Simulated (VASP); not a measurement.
# Zr (P6_3/mmc) in VASP: notebook

Zr is run at these levels: PBEsol, RPBE+D3(BJ); tasks: single point.

All numbers are computed with VASP 6.6.1; they aren't measurements. Logs are shortened: lines on timing, memory, paths and dates and some standing lists are left out, and cuts for length are marked.

## (1) The cell of the first run

Symmetry: P6_3/mmc, No. 194, hexagonal system. The conventional cell has a = 3.253 Å, b = 3.253 Å, c = 5.181 Å, α = 90.00°, β = 90.00°, γ = 120.00°. Within 4.2 Å of Zr (site symmetry -6m2) lie 12 Zr at 3.20 to 3.25 Å.

## (2) Single point, PBEsol, non-collinear spin, zero start, spin-orbit coupling

File INCAR:

```
SYSTEM = Zr
ALGO     = Normal         ! electronic algorithm
EDIFF    = 1E-6           ! SCF threshold, eV
ENCUT    = 500            ! plane-wave cutoff, eV
GGA      = PS             ! functional
GGA_COMPAT= .False.      
ISIF     = 2              ! what is computed and relaxed
ISMEAR   = -1             ! smearing method
LASPH    = .True.         ! aspherical terms in the spheres
LCHARG   = .True.         ! write CHGCAR
LMAXMIX  = 4              ! l up to which the mixer works
LORBIT   = 11             ! projections on sites
LORBMOM  = .True.       
LREAL    = .False.        ! projectors in reciprocal space
LSORBIT  = .True.         ! spin-orbit coupling
LVHAR    = .True.       
LWAVE    = .False.        ! write WAVECAR
MAGMOM   = 0 0 0 0 0 0    ! initial moments
NBANDS   = 36             ! bands
NELM     = 200            ! most SCF steps
PREC     = Accurate       ! precision mode
SIGMA    = 0.05           ! smearing width, eV
```

File KPOINTS:

```
k-points
0
Gamma
  9 9 5
  0 0 0
```

File POSCAR:

```
Zr
1.0
    3.2534045973      0.0000000000      0.0000000000
   -1.6267022986      2.8175310300      0.0000000000
    0.0000000000      0.0000000000      5.1810870861
Zr
2
Direct
    0.6666666667      0.3333333333      0.7500000000
    0.3333333333      0.6666666667      0.2500000000
```

Potentials or basis: VASP PAW PBE potentials, release 64 (Zr_sv).

The run is started by

```console
cat potpaw_PBE.64/Zr_sv/POTCAR > POTCAR
mpirun -np 1 vasp_ncl > vasp.out
```

OUTCAR:

```text
SYSTEM = Zr
   EDIFF = 1E-6
   ENCUT = 500
   GGA = PS
   ISIF = 2
   ISMEAR = -1
   LASPH = .True.
   LORBIT = 11
   LREAL = .False.
   LSORBIT = .True.
   NELM = 200
   PREC = Accurate

 ion  position               nearest neighbor table
   1  0.667  0.333  0.750-   2 3.20   2 3.20   2 3.20   2 3.20   2 3.20   2 3.20
   2  0.333  0.667  0.250-   1 3.20   1 3.20   1 3.20   1 3.20   1 3.20   1 3.20

  LATTYP: Found a hexagonal cell.
 ALAT       =     3.2534045973
 C/A-ratio  =     1.5925123762

  Lattice vectors:

 A1 = (   3.2534045973,   0.0000000000,   0.0000000000)
 A2 = (  -1.6267022986,   2.8175310300,   0.0000000000)
 A3 = (   0.0000000000,   0.0000000000,   5.1810870861)

Analysis of symmetry for initial positions (statically):
=====================================================================
 Subroutine PRICEL returns:
 Original cell was already a primitive cell.

 Routine SETGRP: Setting up the symmetry group for a
 hexagonal supercell.

 Subroutine GETGRP returns: Found 24 space group operations
 (whereof 12 operations were pure point group operations)
 out of a pool of 24 trial point group operations.

The static configuration has the point symmetry D_3d.
 The point group associated with its full space group is D_6h.

Analysis of symmetry for dynamics (positions and initial velocities):
=====================================================================
 Subroutine PRICEL returns:
 Original cell was already a primitive cell.

 Routine SETGRP: Setting up the symmetry group for a
 hexagonal supercell.

 Subroutine GETGRP returns: Found 24 space group operations
 (whereof 12 operations were pure point group operations)
 out of a pool of 24 trial point group operations.

The dynamic configuration has the point symmetry D_3d.
 The point group associated with its full space group is D_6h.

Analysis of structural, dynamic, and magnetic symmetry:
=====================================================================
 Subroutine PRICEL returns:
 Original cell was already a primitive cell.

 Routine SETGRP: Setting up the symmetry group for a
 hexagonal supercell.

 Subroutine GETGRP returns: Found 24 space group operations
 (whereof 12 operations were pure point group operations)
 out of a pool of 24 trial point group operations.

[... 1120 lines left out ...]
      1.62670      0.93918      3.88582         0.000000      0.000000      0.000000
     -0.00000      1.87835      1.29527        -0.000000     -0.000000      0.000000
 -----------------------------------------------------------------------------------
    total drift:                               -0.000000      0.000000     -0.000000

  FREE ENERGIE OF THE ION-ELECTRON SYSTEM (eV)
  ---------------------------------------------------
  free  energy   TOTEN  =       -18.2794589387 eV

  energy  without entropy=      -18.2632560571  energy(sigma->0) =      -18.27135750

 orbital moment (x)

 # of ion     p       d       tot
 ----------------------------------------
  1        -0.000   0.000   0.000
  2        -0.000   0.000   0.000
 ----------------------------------------
           -0.000   0.000   0.000

 orbital moment (y)

 # of ion     p       d       tot
 ----------------------------------------
  1         0.000  -0.000  -0.000
  2         0.000  -0.000  -0.000
 ----------------------------------------
            0.000  -0.000  -0.000

 orbital moment (z)

 # of ion     p       d       tot
 ----------------------------------------
  1         0.000   0.000   0.000
  2         0.000  -0.000  -0.000
 ----------------------------------------
            0.000   0.000   0.000

 Spin-Orbit-Coupling matrix elements

 Ion:    1  E_soc:     -0.1436255
 l=   1
     0.0000000    -0.0231963    -0.0232853
    -0.0231963     0.0000000    -0.0231963
    -0.0232853    -0.0231963     0.0000000
 l=   2
     0.0000000    -0.0001281     0.0000000    -0.0001281    -0.0005891
    -0.0001281     0.0000000    -0.0004540    -0.0001251    -0.0001281
     0.0000000    -0.0004540     0.0000000    -0.0004540     0.0000000
    -0.0001281    -0.0001251    -0.0004540     0.0000000    -0.0001281
    -0.0005891    -0.0001281     0.0000000    -0.0001281     0.0000000
 l=   3
     0.0000000     0.0000000     0.0000000     0.0000000     0.0000000     0.0000000     0.0000000
     0.0000000     0.0000000     0.0000000     0.0000000     0.0000000     0.0000000     0.0000000
     0.0000000     0.0000000     0.0000000     0.0000000     0.0000000     0.0000000     0.0000000
     0.0000000     0.0000000     0.0000000     0.0000000     0.0000000     0.0000000     0.0000000
     0.0000000     0.0000000     0.0000000     0.0000000     0.0000000     0.0000000     0.0000000
     0.0000000     0.0000000     0.0000000     0.0000000     0.0000000     0.0000000     0.0000000
     0.0000000     0.0000000     0.0000000     0.0000000     0.0000000     0.0000000     0.0000000

 Ion:    2  E_soc:     -0.1436255
 l=   1
     0.0000000    -0.0231963    -0.0232853
    -0.0231963     0.0000000    -0.0231963
    -0.0232853    -0.0231963     0.0000000
 l=   2
     0.0000000    -0.0001281     0.0000000    -0.0001281    -0.0005891
    -0.0001281     0.0000000    -0.0004540    -0.0001251    -0.0001281
     0.0000000    -0.0004540     0.0000000    -0.0004540     0.0000000
    -0.0001281    -0.0001251    -0.0004540     0.0000000    -0.0001281
    -0.0005891    -0.0001281     0.0000000    -0.0001281     0.0000000
 l=   3
     0.0000000     0.0000000     0.0000000     0.0000000     0.0000000     0.0000000     0.0000000
     0.0000000     0.0000000     0.0000000     0.0000000     0.0000000     0.0000000     0.0000000
     0.0000000     0.0000000     0.0000000     0.0000000     0.0000000     0.0000000     0.0000000
     0.0000000     0.0000000     0.0000000     0.0000000     0.0000000     0.0000000     0.0000000
     0.0000000     0.0000000     0.0000000     0.0000000     0.0000000     0.0000000     0.0000000
     0.0000000     0.0000000     0.0000000     0.0000000     0.0000000     0.0000000     0.0000000
     0.0000000     0.0000000     0.0000000     0.0000000     0.0000000     0.0000000     0.0000000

 total charge

# of ion       s       p       d       tot
------------------------------------------
    1        2.232   5.956   1.606   9.795
    2        2.232   5.956   1.606   9.795
--------------------------------------------------
tot          4.464  11.912   3.213  19.589

 magnetization (x)

# of ion       s       p       d       tot
------------------------------------------
    1       -0.000   0.000   0.000  -0.000
    2       -0.000   0.000   0.000  -0.000
--------------------------------------------------
tot         -0.000   0.000   0.000  -0.000

 magnetization (y)

# of ion       s       p       d       tot
------------------------------------------
    1        0.000  -0.000   0.000  -0.000
    2        0.000   0.000   0.000   0.000
--------------------------------------------------
tot          0.000  -0.000   0.000  -0.000

 magnetization (z)

# of ion       s       p       d       tot
------------------------------------------
    1        0.000   0.000   0.000   0.000
    2        0.000   0.000   0.000   0.000
--------------------------------------------------
tot          0.000   0.000   0.000   0.000
```

stdout:

```text
POSCAR found type information on POSCAR Zr
 POSCAR found :  1 types and       2 ions
 scaLAPACK will be used
 -----------------------------------------------------------------------------
|                                                                             |
|                                                                             |
|     You enforced a specific xc type in the INCAR file but a different       |
|     I HOPE YOU KNOW WHAT YOU ARE DOING!                                     |
|                                                                             |
 -----------------------------------------------------------------------------

 LDA part: xc-table for (Slater+PW92), standard interpolation
 POSCAR, INCAR and KPOINTS ok, starting setup
 FFT: planning ... GRIDC
 FFT: planning ... GRID_SOFT
 FFT: planning ... GRID
 WAVECAR not read
 entering main loop
```

It took 44 s on 1 thread of Intel Xeon 6975P-C (Granite Rapids), shared host; peak memory 0.28 GiB.

What came out:

| Quantity | Value |
| --- | --- |
| Free energy | -18.2795 eV |
| Pressure | -4.9 GPa |
| Net moment | 0.00 μB per cell |
| Valence electrons inside the program's atomic spheres | Zr 9.79 |

Moments on the atoms (μB; x, y, z):
```
Zr  0.00 0.00 0.00
Zr  0.00 0.00 0.00
```

Caveat: the cell stands under tension; the PAW data sets were made with another functional, which shifts forces and pressure a little.

## (3) Single point, PBEsol, non-collinear spin, zero start, spin-orbit coupling

This run uses another cell than the first one, of 24.21 Å³/atom.

File INCAR:

```
ALGO = Normal
EDIFF = 1E-6
ENCUT = 500
GGA = PS
GGA_COMPAT = F
ISIF = 2
ISMEAR = -1
LASPH = T
LCHARG = F
LMAXMIX = 4
LNONCOLLINEAR = T
LORBIT = 11
LORBMOM = T
LREAL = F
LSORBIT = T
LWAVE = F
MAGMOM = 0 0 0 0 0 0
NBANDS = 36
NELM = 200
PREC = Accurate
SIGMA = 0.05
```

File KPOINTS:

```
k-points
0
Gamma
  9 9 5
```

File POSCAR:

```
Zr
1.0
    3.2745311931      0.0000000000      0.0000000000
   -1.6372655966      2.8358271987      0.0000000000
    0.0000000000      0.0000000000      5.2147314515
Zr
2
Direct
    0.6666666667      0.3333333333      0.7500000000
    0.3333333333      0.6666666667      0.2500000000
```

Potentials or basis: VASP PAW PBE potentials, release 64 (Zr_sv).

The run is started by

```console
cat potpaw_PBE.64/Zr_sv/POTCAR > POTCAR
mpirun -np 1 vasp_ncl > vasp.out
```

It took 47 s on 1 thread of Intel Xeon 6975P-C (Granite Rapids), shared host; peak memory 0.29 GiB.

It converged, with:

```yaml
Free_energy: -18.2464 eV
Pressure: -6.5 GPa
Net_moment: 0.00 μB per cell
Valence_electrons_inside_the_program's_atomic_spheres: Zr 9.77
```

Stress tensor (GPa, compression positive):
```
-6.68  0.00  0.00
 0.00 -6.68  0.00
 0.00  0.00 -6.15
```

Moments on the atoms (μB; x, y, z):
```
Zr  0.00 0.00 0.00
Zr  0.00 0.00 0.00
```

Caveat: the cell stands under tension; the PAW data sets were made with another functional, which shifts forces and pressure a little.

## (4) Single point, RPBE+D3(BJ)

This run uses another cell than the first one, of 17.43 Å³/atom.

File INCAR:

```
  ALGO = Normal
  EDIFF = 1E-6
  ENCUT = 520
  GGA = RP
  ISIF = 2
  ISMEAR = -1
  IVDW = 12
  LASPH = T
  LCHARG = F
  LREAL = F
  LWAVE = F
  NBANDS = 19
  NELM = 60
  PREC = Accurate
  SIGMA = 0.05
```

KPOINTS is that of step 3.

File POSCAR:

```
Zr
1.0
    2.8950600560      0.0000000000      0.0000000000
   -1.4475300280      2.5071955540      0.0000000000
    0.0000000000      0.0000000000      4.8026620239
Zr
2
Direct
    0.6666666667      0.3333333333      0.7500000000
    0.3333333333      0.6666666667      0.2500000000
```

Potentials or basis: VASP PAW PBE potentials, release 64 (Zr_sv).

The run is started by

```console
cat potpaw_PBE.64/Zr_sv/POTCAR > POTCAR
mpirun -np 1 vasp_std > vasp.out
```

OUTCAR:

```text
EDIFF = 1E-6
   ENCUT = 520
   GGA = RP
   ISIF = 2
   ISMEAR = -1
   IVDW = 12
   LASPH = T
   LREAL = F
   NELM = 60
   PREC = Accurate
 IVDW          = 12

 ion  position               nearest neighbor table
   1  0.667  0.333  0.750-   2 2.93   2 2.93   2 2.93   2 2.93   2 2.93   2 2.93
   2  0.333  0.667  0.250-   1 2.93   1 2.93   1 2.93   1 2.93   1 2.93   1 2.93

  LATTYP: Found a hexagonal cell.
 ALAT       =     2.8950600560
 C/A-ratio  =     1.6589161990

  Lattice vectors:

 A1 = (   2.8950600560,   0.0000000000,   0.0000000000)
 A2 = (  -1.4475300280,   2.5071955540,   0.0000000000)
 A3 = (   0.0000000000,   0.0000000000,   4.8026620239)

Analysis of symmetry for initial positions (statically):
=====================================================================
 Subroutine PRICEL returns:
 Original cell was already a primitive cell.

 Routine SETGRP: Setting up the symmetry group for a
 hexagonal supercell.

 Subroutine GETGRP returns: Found 24 space group operations
 (whereof 12 operations were pure point group operations)
 out of a pool of 24 trial point group operations.

The static configuration has the point symmetry D_3d.
[... 162 lines left out ...]

 E-fermi :  12.6627     XC(G=0): -12.4098

 val. band max:       12.6448249850   @ k =   0.1111   0.1111   0.4000
 cond. band min:      12.6800861681   @ k =   0.2222   0.2222   0.0000
 fundamental gap:      0.0352611831
 Fermi energy:        12.6626555260

 k-point     1 :       0.0000    0.0000    0.0000
  band No.  band energies     occupation
      1     -35.8312      2.00000
      2     -35.4132      2.00000
      3     -14.9472      2.00000
      4     -12.8995      2.00000
      5     -12.8995      2.00000
      6     -12.7206      2.00000
[... 505 lines left out ...]
      6     -13.7857      2.00000
[... 11 lines left out ...]
     18      18.4867      0.00000
     19      22.1764      0.00000

 [... further k-points ...]

------------------------ aborting loop because EDIFF is reached ----------------------------------------

 Edisp (eV)  -10.01042

 E8    (eV) :    -7.4160

  FORCE on cell =-STRESS in cart. coord.  units (eV):
  Direction    XX          YY          ZZ          XY          YZ          ZX
  --------------------------------------------------------------------------------------
  -------------------------------------------------------------------------------------
  Total       0.00546     0.00546    -0.01406     0.00000    -0.00000     0.00000
  in kB       0.25112     0.25112    -0.64630     0.00000    -0.00000     0.00000
  external pressure =       -0.05 kB  Pullay stress =        0.00 kB

 VOLUME and BASIS-vectors are now :
 -----------------------------------------------------------------------------
  energy-cutoff  :      520.00
  volume of cell :       34.86
      direct lattice vectors                 reciprocal lattice vectors
     2.895060056  0.000000000  0.000000000     0.345415978  0.199426008  0.000000000
    -1.447530028  2.507195554  0.000000000     0.000000000  0.398852016  0.000000000
     0.000000000  0.000000000  4.802662024     0.000000000  0.000000000  0.208217858

 POSITION                                       TOTAL-FORCE (eV/Angst)
 -----------------------------------------------------------------------------------
      1.44753      0.83573      3.60200        -0.000000      0.000000      0.000000
     -0.00000      1.67146      1.20067         0.000000      0.000000      0.000000
 -----------------------------------------------------------------------------------
    total drift:                               -0.000000      0.000000     -0.000000

  FREE ENERGIE OF THE ION-ELECTRON SYSTEM (eV)
  ---------------------------------------------------
  free  energy   TOTEN  =       -24.6910697995 eV

  energy  without entropy=      -24.6699377957  energy(sigma->0) =      -24.68050380
```

OSZICAR:

```text
N       E                     dE             d eps       ncg     rms          rms(c)
DAV:   1     0.227906561160E+03    0.22791E+03   -0.13685E+04  1368   0.131E+03
DAV:   2     0.126567487732E+01   -0.22664E+03   -0.22206E+03  1585   0.383E+02
DAV:   3    -0.144306563012E+02   -0.15696E+02   -0.15536E+02  2407   0.768E+01
DAV:   4    -0.149897353789E+02   -0.55908E+00   -0.55841E+00  1641   0.121E+01
DAV:   5    -0.149977647142E+02   -0.80293E-02   -0.80288E-02  1886   0.138E+00    0.244E+01
DAV:   6    -0.146913137279E+02    0.30645E+00   -0.56107E-01  1665   0.642E+00    0.113E+01
DAV:   7    -0.146697076000E+02    0.21606E-01   -0.46346E-01  1988   0.514E+00    0.122E+00
DAV:   8    -0.146809891660E+02   -0.11282E-01   -0.63159E-02  1742   0.211E+00    0.192E-01
DAV:   9    -0.146807085602E+02    0.28061E-03   -0.20011E-03  1549   0.414E-01    0.487E-02
DAV:  10    -0.146806511610E+02    0.57399E-04   -0.12621E-04  1811   0.929E-02    0.146E-02
DAV:  11    -0.146806491157E+02    0.20453E-05   -0.34337E-06  1360   0.165E-02    0.393E-03
DAV:  12    -0.146806493549E+02   -0.23924E-06   -0.39885E-07   827   0.559E-03
   1 F= -.24691070E+02 E0= -.24680504E+02  d E =-.211320E-01
```

stdout:

```text
POSCAR found type information on POSCAR Zr
 POSCAR found :  1 types and       2 ions
 scaLAPACK will be used
 -----------------------------------------------------------------------------
|                                                                             |
|                                                                             |
|     You enforced a specific xc type in the INCAR file but a different       |
|     I HOPE YOU KNOW WHAT YOU ARE DOING!                                     |
|                                                                             |
 -----------------------------------------------------------------------------

 LDA part: xc-table for (Slater+PW92), standard interpolation
 POSCAR, INCAR and KPOINTS ok, starting setup
 FFT: planning ... GRIDC
 FFT: planning ... GRID_SOFT
 FFT: planning ... GRID
 WAVECAR not read
 entering main loop
```

It took 31 s on 1 thread of Intel Xeon 8259CL, shared host; peak memory 0.17 GiB.

Results:

* Free energy: -24.6911 eV
* Pressure: 0.0 GPa
* Band gap on the k mesh: zero (bands 12 and 13 overlap by 1.26 eV)
* Dispersion energy per atom: -5.005 eV

Stress tensor (GPa, compression positive):
```
 0.03  0.00  0.00
 0.00  0.03  0.00
 0.00  0.00 -0.06
```

Caveat: the PAW data sets were made with another functional, which shifts forces and pressure a little.

## (5) The runs side by side

| level | spin | cell | cutoff (eV) | pressure (GPa) | moment (μB) |
| --- | --- | --- | --- | --- | --- |
| PBEsol | non-collinear, zero start, SOC | a = 3.253, b = 3.253, c = 5.181 Å, angles 90.0, 90.0, 120.0°, 2 atoms | 500 | -4.9 | 0.00 |
| PBEsol | non-collinear, zero start, SOC | a = 3.275, b = 3.275, c = 5.215 Å, angles 90.0, 90.0, 120.0°, 2 atoms | 500 | -6.5 | 0.00 |
| RPBE+D3(BJ) | off | a = 2.895, b = 2.895, c = 4.803 Å, angles 90.0, 90.0, 120.0°, 2 atoms | 520 | 0.0 | - |

Alike in all rows: task single point; potentials or basis VASP PAW PBE potentials, release 64 (Zr_sv); k mesh 9 × 9 × 5; smearing fermi-dirac 0.05 eV.

Caveats: the PAW data sets were made with another functional, which shifts forces and pressure a little; the cell stands under tension (at least some runs).

Total energies depend on the potentials used, so only differences within one code and one set of settings carry meaning.
